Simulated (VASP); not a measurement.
Set up this calculation in VASP 6.6.1, as the native input.

| Quantity | Value |
| --- | --- |
| Task | single point |
| Functional | r2SCAN |
| Potentials or basis | VASP PAW PBE potentials, release 64 (Ti_sv, Co) |
| Cutoff | 520 eV |
| k mesh | 16 × 16 × 16 |
| Occupations | gaussian, width 0.05 eV |
| Spin | no spin polarisation |
| Dipole correction | no |
| Further INCAR settings | ALGO = Normal; EDIFF = 1e-06; NBANDS = 18 |

The system is TiCo.

```xyz
2
Lattice="2.9874 0.0000 0.0000 0.0000 2.9874 0.0000 0.0000 0.0000 2.9874" Properties=species:S:1:pos:R:3 pbc="T T T"
Ti    0.0000    0.0000    0.0000
Co    1.4937    1.4937    1.4937
```

The input as run:

POSCAR

```
TiCo
1.0
    2.9874422231      0.0000000000      0.0000000000
    0.0000000000      2.9874422231      0.0000000000
    0.0000000000      0.0000000000      2.9874422231
Ti Co
1 1
Direct
    0.0000000000      0.0000000000      0.0000000000
    0.5000000000      0.5000000000      0.5000000000
```

INCAR.step1

```
  PREC = Accurate
  ENCUT = 520
  ISMEAR = 0
  SIGMA = 0.05
  LREAL = False
  LASPH = True
  NELM = 60
  NBANDS = 18
  GGA = PE
  ALGO = Normal
  EDIFF = 1E-4
  LWAVE = True
  LCHARG = False
```

INCAR.step2

```
  PREC = Accurate
  ENCUT = 520
  EDIFF = 1E-6
  ISMEAR = 0
  SIGMA = 0.05
  LREAL = False
  LASPH = True
  NELM = 60
  ALGO = Normal
  ISIF = 2
  LWAVE = False
  LCHARG = False
  METAGGA = R2SCAN
  LMIXTAU = True
  NBANDS = 18
  ISTART = 1
```

KPOINTS

```
regular mesh
0
Gamma
  16 16 16
```

Potentials or basis: VASP PAW PBE potentials, release 64 (Ti_sv, Co).

The run is started by

```bash
$ cat potpaw_PBE.64/Ti_sv/POTCAR potpaw_PBE.64/Co/POTCAR > POTCAR
$ cp INCAR.step1 INCAR
$ mpirun -np 1 vasp_std > vasp.out
$ cp INCAR.step2 INCAR
$ mpirun -np 1 vasp_std > vasp.out
```

Results of the run:

The pressure is -6.2 GPa and the band gap on the k mesh is zero (an odd number of electrons rules out a gap without spin polarisation).

Caveat: the cell stands under tension; the PAW data sets were made with another functional, which shifts forces and pressure a little; the run has no spin polarisation, though such a crystal can be magnetic.

Run time: 3 min on 1 thread of Intel Xeon 8259CL, on a shared host, peak memory 0.21 GiB.
